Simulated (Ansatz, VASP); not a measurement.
## MgO in VASP and in Ansatz

The input POSCAR:

```
MgO
1.0
    2.0490258035      2.0490258035      0.0000000000
   -2.0490258035      2.0490258035      0.0000000000
    0.0000000000      2.0490258035      2.0490258035
Mg O
1 1
Direct
    0.0000000000      0.0000000000      0.0000000000
    0.5000000000      0.5000000000      0.0000000000
```

INCAR.step1

```
SYSTEM = MgO
PREC = Accurate ; ENCUT = 520
ISMEAR = 0 ; SIGMA = 0.01
LREAL = .FALSE. ; LASPH = .TRUE.
NELM = 100 ; NBANDS = 11
GGA = PE ; ALGO = Normal
EDIFF = 1E-4 ; LWAVE = .TRUE.
LCHARG = .FALSE.
```

Contents of INCAR.step2:

```
SYSTEM = MgO
PREC = Accurate ; ENCUT = 520
EDIFF = 1E-6 ; ISMEAR = 0
SIGMA = 0.01 ; LREAL = .FALSE.
LASPH = .TRUE. ; NELM = 100
ALGO = Normal ; ISIF = 2
LWAVE = .FALSE. ; LCHARG = .TRUE.
METAGGA = R2SCAN ; LMIXTAU = .TRUE.
LELF = .TRUE. ; LVHAR = .TRUE.
NBANDS = 11 ; ISTART = 1
```

KPOINTS

```
regular mesh
0
G
  10 10 10
  0 0 0
```

Input for Ansatz:

```yaml
crystal:
  lattice:
    - [2.04902580349, 2.04902580349, 0.0]
    - [-2.04902580349, 2.04902580349, 0.0]
    - [0.0, 2.04902580349, 2.04902580349]
  atoms:
    - { symbol: Mg, position: [0.0, 0.0, 0.0] }
    - { symbol: O, position: [0.5, 0.5, 0.0] }
kpoints:
  mp_grid: { grid: [10, 10, 10] }
scf:
  occupations: { method: fixed }
  convergence: { dr2_threshold: 1.0e-10 }
hamiltonian:
  xc: r2scan
  pseudopotentials: { kind: paw }
output:
  forces: true
  stress: true
  eigenstates:
    kpoints:
      - [0.0, 0.0, 0.0]
      - [-0.5, -0.5, -0.5]
      - [-0.5, 0.5, 0.0]
      - [0.0, 0.0, -0.5]
      - [0.0, -0.5, -0.5]
      - [0.0, 0.5, 0.0]
      - [-0.5, 0.0, 0.0]
      - [-0.5, 0.0, -0.5]
  eigenvalues: true
```

Alike in both runs: task single point; functional r2SCAN; k mesh 10 × 10 × 10; no spin polarisation.

```csv
,VASP,Ansatz
version,VASP 6.6.1,Ansatz 0.2.0
potentials or method,"VASP PAW PBE potentials, release 64 (Mg, O)","PAW with Ansatz's default frozen-core files, scalar-relativistic"
plane-wave cutoff (eV),520,500
occupations,"gaussian, width 0.01 eV",fixed
valence electrons in the cell,8,16
```

|  | VASP | Ansatz | Ansatz less VASP |
| --- | --- | --- | --- |
| gap on the k mesh at the Fermi level (eV) | 6.48 | 6.51 | +0.024 |
| pressure (GPa) | 13.9 | 15.0 | +1.14 |

VASP's potentials were made for PBE, not for r2SCAN. VASP's potentials hold 8 valence electrons a cell and Ansatz's 16, so a difference there can come from the potentials and not from the codes.
